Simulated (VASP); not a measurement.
Be4ZnSe:

```
CELL_PARAMETERS angstrom
3.65000 0.00000 0.00000
0.00000 3.65000 0.00000
0.00000 0.00000 5.14000
ATOMIC_POSITIONS crystal
Be 0.00000 0.50000 0.75000
Be 0.50000 0.00000 0.75000
Be 0.00000 0.50000 0.25000
Be 0.50000 0.00000 0.25000
Zn 0.50000 0.50000 0.50000
Se 0.00000 0.00000 0.00000
```

```yaml
Program: VASP 6.6.1
Task: relaxation of cell and atoms
Functional: PBE
Potentials_or_basis: VASP PAW PBE potentials, release 64 (Be, Zn, Se)
Cutoff: 600 eV
k_mesh: 5 × 5 × 3
Occupations: gaussian, width 0.2 eV
Spin: no spin polarisation
```

At the start: pressure 13.3 GPa; volume 11.41 Å³/atom.

**Question.** Where does the relaxation end?

**Answer.** Over 13 steps the energy falls by 154.3 meV/atom and the volume is 13.27 Å³/atom (+16.2 %); space group P4/mmm (No. 123, to 0.1 Å) before and after.

The path:
| step | energy change (eV) | largest force (eV/Å) | pressure (GPa) | volume (Å³) |
| --- | --- | --- | --- | --- |
| 1 | 0.0000 | 1.1257 | 13.27 | 68.48 |
| 2 | -0.5634 | 0.7736 | -0.61 | 78.28 |
| 3 | -0.5769 | 0.7269 | -2.48 | 80.27 |
| 4 | -0.7071 | 0.5899 | -1.70 | 79.37 |
| 5 | -0.8037 | 0.0363 | 1.20 | 77.61 |
| 6 | -0.8074 | 0.1283 | 0.48 | 77.96 |
| 7 | -0.8078 | 0.0932 | 0.64 | 77.88 |
| 8 | -0.8501 | 0.0077 | 0.57 | 78.34 |
| 9 | -0.8725 | 0.4148 | 0.93 | 79.36 |
| 10 | -0.8798 | 0.2526 | 0.77 | 79.03 |
| 11 | -0.9069 | 0.0281 | -0.98 | 80.51 |
| 12 | -0.9083 | 0.0277 | -1.55 | 81.06 |
| 13 | -0.9260 | 0.0115 | -0.21 | 79.60 |

Final structure:
```
Be Zn Se
1.0
     3.71923    0.00000    0.00000
     0.00000    3.71923    0.00000
     0.00000    0.00000    5.75468
Be Zn Se
4 1 1
Direct
  0.00000 0.50000 0.70843
  0.50000 0.00000 0.70843
  0.00000 0.50000 0.29157
  0.50000 0.00000 0.29157
  0.50000 0.50000 0.50000
  0.00000 0.00000 0.00000
```

Caveat: the k points lie up to 0.36 Å⁻¹ apart in the final cell, too coarse for converged energies and pressures of a metal; the volume moved by over 15 % at a fixed basis, so the end points are rough.
